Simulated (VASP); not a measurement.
# InSe (R3m) in VASP: single point with LDA

Aim: the single point of InSe with LDA.

Everything below comes from runs of VASP 6.6.1. Logs are shortened: lines on timing, memory, paths and dates and some standing lists are left out, and cuts for length are marked.

**What was measured.**

From “The Interaction of Hydrogen with the van der Waals Crystal γ-InSe”, 2020, pmc:7321205, for a bulk crystal of InSe at 300 K: band gap 1.25 eV.

The results are compared with them further down.

### 1 The cell of the first run

It takes space group R3m (No. 160, trigonal). The conventional cell has a = 4.000 Å, b = 4.000 Å, c = 25.320 Å, α = 90.00°, β = 90.00°, γ = 120.00°. In (site symmetry 3m) has 3 Se at 2.64 Å and 1 In at 2.82 Å within 3.5 Å. In (site symmetry 3m) has 3 Se at 2.63 Å and 1 In at 2.82 Å within 3.5 Å. Within 3.5 Å of Se (site symmetry 3m) lie 3 In at 2.64 Å. Se (site symmetry 3m) has 3 In at 2.63 Å within 3.5 Å.

### 2 Single point, LDA

INCAR

```
PREC     = Accurate       # precision mode
ENCUT    = 520            # plane-wave cutoff, eV
EDIFF    = 1E-6           # SCF threshold, eV
ISMEAR   = 0              # smearing method
SIGMA    = 0.01           # smearing width, eV
LREAL    = F              # projectors in reciprocal space
LASPH    = T              # aspherical terms in the spheres
NELM     = 80             # most SCF steps
ALGO     = Normal         # electronic algorithm
ISIF     = 2              # what is computed and relaxed
LWAVE    = F              # write WAVECAR
LCHARG   = T              # write CHGCAR
GGA      = CA             # functional
LELF     = T              # ELF
LVHAR    = T            
NBANDS   = 27             # bands
```

KPOINTS

```
Automatic mesh
0
Gamma
  6 6 6
```

POSCAR

```
InSe
1.0
    2.0000000000      1.1547000000      8.4400000000
   -2.0000000000      1.1547000000      8.4400000000
    0.0000000000     -2.3094000000      8.4400000000
In Se
2 2
Direct
    0.0000000000      0.0000000000      0.0000000000
    0.1114000000      0.1114000000      0.1114000000
    0.6165000000      0.6165000000      0.6165000000
    0.8281000000      0.8281000000      0.8281000000
```

Potentials or basis: VASP PAW LDA potentials, release 64 (In_d, Se).

Command:

```
$ cat potpaw_LDA.64/In_d/POTCAR potpaw_LDA.64/Se/POTCAR > POTCAR
$ mpirun -np 1 vasp_std > vasp.out
```

OUTCAR:

```text
PREC = Accurate
   ENCUT = 520
   EDIFF = 1E-6
   ISMEAR = 0
   LREAL = F
   LASPH = T
   NELM = 80
   ISIF = 2
   GGA = CA

 ion  position               nearest neighbor table
   1  0.000  0.000  0.000-   3 2.64   3 2.64   3 2.64   2 2.82
   2  0.111  0.111  0.111-   4 2.63   4 2.63   4 2.63   1 2.82
   3  0.617  0.617  0.617-   1 2.64   1 2.64   1 2.64
   4  0.828  0.828  0.828-   2 2.63   2 2.63   2 2.63

  LATTYP: Found a trigonal (rhomboedric) cell.
 ALAT       =     8.7502532586
 COS(alpha) =     0.8955162525

  Lattice vectors:

 A1 = (   2.0000000000,   1.1547000000,   8.4400000000)
 A2 = (  -2.0000000000,   1.1547000000,   8.4400000000)
 A3 = (   0.0000000000,  -2.3094000000,   8.4400000000)

Analysis of symmetry for initial positions (statically):
=====================================================================
 Subroutine PRICEL returns:
 Original cell was already a primitive cell.

 Routine SETGRP: Setting up the symmetry group for a
 trigonal (rhombohedral) supercell.

 Subroutine GETGRP returns: Found  6 space group operations
 (whereof  6 operations were pure point group operations)
 out of a pool of 12 trial point group operations.

The static configuration has the point symmetry C_3v.

Analysis of symmetry for dynamics (positions and initial velocities):
=====================================================================
 Subroutine PRICEL returns:
 Original cell was already a primitive cell.

 Routine SETGRP: Setting up the symmetry group for a
 trigonal (rhombohedral) supercell.

 Subroutine GETGRP returns: Found  6 space group operations
 (whereof  6 operations were pure point group operations)
 out of a pool of 12 trial point group operations.

The dynamic configuration has the point symmetry C_3v.

 Subroutine INISYM returns: Found  6 space group operations
 (whereof  6 operations are pure point group operations),
 and found     1 'primitive' translations

----------------------------------------------------------------------------------------

                                     Primitive cell

  volume of cell :     116.9480

  direct lattice vectors                    reciprocal lattice vectors
     2.000000000  1.154700000  8.440000000     0.250000000  0.144337635  0.039494471
    -2.000000000  1.154700000  8.440000000    -0.250000000  0.144337635  0.039494471
[... 81 lines left out ...]
   ISTART =      0    job   : 0-new  1-cont  2-samecut
   ICHARG =      2    charge: 1-file 2-atom 10-const
   ISPIN  =      1    spin polarized calculation?
   LNONCOLLINEAR =      F non collinear calculations
   LSORBIT =      F    spin-orbit coupling
   LASPH  =      T    aspherical Exc in radial PAW
   ENCUT  =  520.0 eV  38.22 Ry    6.18 a.u.  16.27 16.27 16.27*2*pi/ulx,y,z
   NELM   =     80;   NELMIN=  2; NELMDL= -5     # of ELM steps
   EDIFF  = 0.1E-05   stopping-criterion for ELM
   LREAL  =      F    real-space projection
   EDIFFG = 0.1E-04   stopping-criterion for IOM
   NSW    =      0    number of steps for IOM
   IBRION =     -1    ionic relax: 0-MD 1-quasi-New 2-CG
   NFREE  =      0    steps in history (QN), initial steepest desc. (CG)
   ISIF   =      2    stress and relaxation
   ISYM   =      2    0-nonsym 1-usesym 2-fastsym
   POTIM  = 0.5000    time-step for ionic-motion
   TEBEG  =    0.0;   TEEND  =   0.0 temperature during run
   PSTRESS=    0.0 pullay stress
   NELECT =      38.0000    total number of electrons
   NUPDOWN=      -1.0000    fix difference up-down
   EMIN   =  10.00;   EMAX   =-10.00  energy-range for DOS
   EFERMI =   0.00;   METHOD = LEGACY
   ISMEAR =     0;   SIGMA  =   0.01  broadening in eV -4-tet -1-fermi 0-gaus
   EFERMI_NEDOS =   21; number of points for ismear=-14 and -15
   IALGO  =     38    algorithm
   IMIX   =      4    mixing-type and parameters
     AMIX     =   0.40;   BMIX     =  1.00
     AMIX_MAG =   1.60;   BMIX_MAG =  1.00
  volume/ion in A,a.u.               =      29.24       197.30
  Fermi-wavevector in a.u.,A,eV,Ry     =   1.125482  2.126852 17.234621  1.266709
  Thomas-Fermi vector in A             =   2.262159
   LORBIT       =      0    0 simple, 1 ext, 2 COOP (PROOUT), +10 PAW based schemes
   GGA     = CA    functional components
   LHFCALC =     F    Hartree Fock is set to
   AEXX    =    0.0000 exact exchange contribution
   IVDW    =     0    specifies the selected vdW correction
   LEPSILON=     F    determine dielectric tensor
   LRPA    =     F    only Hartree local field effects (RPA)
 non-spin polarized calculation
 Gauss-broadening in eV      SIGMA  =   0.01
  energy-cutoff  :      520.00
  volume of cell :      116.95
 maximum number of plane-waves:      3181
 NGX is ok and might be reduce to    70
   NGX = 33   NGY = 33   NGZ = 33

 number of electron      37.9999999 magnetization

 Free energy of the ion-electron system (eV)
  ---------------------------------------------------
  ext. energy  EPLUGINS =         0.00000000
  ---------------------------------------------------
  free energy    TOTEN  =       -16.63641652 eV

  energy without entropy =      -16.63641652  energy(sigma->0) =      -16.63641652

 E-fermi :   4.0265     XC(G=0):  -9.2573

 val. band max:        3.9479149415   @ k =   0.5000   0.5000   0.5000
 cond. band min:       4.1747716909   @ k =   0.5000   0.5000   0.5000
 fundamental gap:      0.2268567495
 Fermi energy:         4.0264908082

 k-point     1 :       0.0000    0.0000    0.0000
  band No.  band energies     occupation
      1     -10.7977      2.00000
      2     -10.6235      2.00000
      3     -10.6235      2.00000
      4     -10.5492      2.00000
      5     -10.5492      2.00000
      6     -10.5254      2.00000
[... 709 lines left out ...]
     26      10.9842      0.00000
     27      11.3752      0.00000

 [... further k-points ...]
[... 5 lines left out ...]
  --------------------------------------------------------------------------------------
  -------------------------------------------------------------------------------------
  Total       -0.6751301     -0.6751295     -1.5877384      0.0000000      0.0000000      0.0000000
  in kB       -9.2492220     -9.2492134    -21.7518742      0.0000000      0.0000000      0.0000000
  external PRESSURE =     -13.4167699 kB  Pullay stress =       0.0000000 kB

 VOLUME and BASIS-vectors are now :
 -----------------------------------------------------------------------------
  energy-cutoff  :      520.00
  volume of cell :      116.95
      direct lattice vectors                 reciprocal lattice vectors
     2.000000000  1.154700000  8.440000000     0.250000000  0.144337635  0.039494471
    -2.000000000  1.154700000  8.440000000    -0.250000000  0.144337635  0.039494471
     0.000000000 -2.309400000  8.440000000     0.000000000 -0.288675269  0.039494471

 POSITION                                       TOTAL-FORCE (eV/Angst)
 -----------------------------------------------------------------------------------
      0.00000      0.00000      0.00000         0.000000      0.000000      0.233546
      0.00000      0.00000      2.82065         0.000000     -0.000000     -0.251192
      0.00000      0.00000     15.60978         0.000000     -0.000000      0.053246
      0.00000      0.00000     20.96749         0.000000     -0.000000     -0.035600
 -----------------------------------------------------------------------------------
    total drift:                               -0.000000      0.000022     -0.000104

  FREE ENERGIE OF THE ION-ELECTRON SYSTEM (eV)
  ---------------------------------------------------
  free  energy   TOTEN  =       -16.6364165181 eV

  energy  without entropy=      -16.6364165181  energy(sigma->0) =      -16.63641652
```

OSZICAR:

```text
N       E                     dE             d eps       ncg     rms          rms(c)
DAV:   1     0.339266554620E+03    0.33927E+03   -0.17190E+04  1728   0.155E+03
DAV:   2     0.244899852949E+02   -0.31478E+03   -0.30506E+03  1747   0.388E+02
DAV:   3    -0.152579689052E+02   -0.39748E+02   -0.39012E+02  2208   0.148E+02
DAV:   4    -0.170580760533E+02   -0.18001E+01   -0.17949E+01  2096   0.323E+01
DAV:   5    -0.171362654926E+02   -0.78189E-01   -0.78177E-01  2668   0.651E+00    0.684E+00
DAV:   6    -0.166837027680E+02    0.45256E+00   -0.82017E-01  2425   0.147E+01    0.418E+00
DAV:   7    -0.166430658571E+02    0.40637E-01   -0.31804E-01  2332   0.388E+00    0.109E+00
DAV:   8    -0.166371952331E+02    0.58706E-02   -0.27129E-02  2667   0.183E+00    0.542E-01
DAV:   9    -0.166363883948E+02    0.80684E-03   -0.46478E-03  2217   0.478E-01    0.144E-01
DAV:  10    -0.166364064211E+02   -0.18026E-04   -0.27372E-04  2352   0.117E-01    0.789E-02
DAV:  11    -0.166364194673E+02   -0.13046E-04   -0.50739E-05  2344   0.687E-02    0.174E-02
DAV:  12    -0.166364160538E+02    0.34135E-05   -0.10893E-05  2356   0.307E-02    0.130E-02
DAV:  13    -0.166364165181E+02   -0.46435E-06   -0.20335E-06  1593   0.757E-03
   1 F= -.16636417E+02 E0= -.16636417E+02  d E =-.400779E-31
```

Wall time 14 min (1 thread of Intel Xeon 8259CL, shared host); peak memory 0.52 GiB.

Results:

| Item | Value |
| --- | --- |
| Free energy | -16.6364 eV |
| Pressure | -1.3 GPa |
| Largest force | 0.251 eV/Å |
| Band gap on the k mesh | 0.23 eV, direct |

Forces on the atoms (eV/Å):
```
In   0.000  0.000  0.234
In   0.000  0.000 -0.251
Se   0.000  0.000  0.053
Se   0.000  0.000 -0.036
```

Caveat: spin-orbit coupling is left out, which moves the levels of the heavy elements.

### 3 Comparison with measurements

Step 2. A measured gap of InSe is 1.25 eV (300 K; “The Interaction of Hydrogen with the van der Waals Crystal γ-InSe”, 2020, pmc:7321205); the calculated 0.23 eV misses it by -1.02 eV. So large a miss can be the level of theory's own, or it may mean another phase, state or a wrong row. Spin-orbit coupling on In, Se is left out. The value is that of LDA on a finite k mesh, which can miss the band edges, without temperature or zero-point motion. Semilocal functionals fall short of measured gaps as a rule.
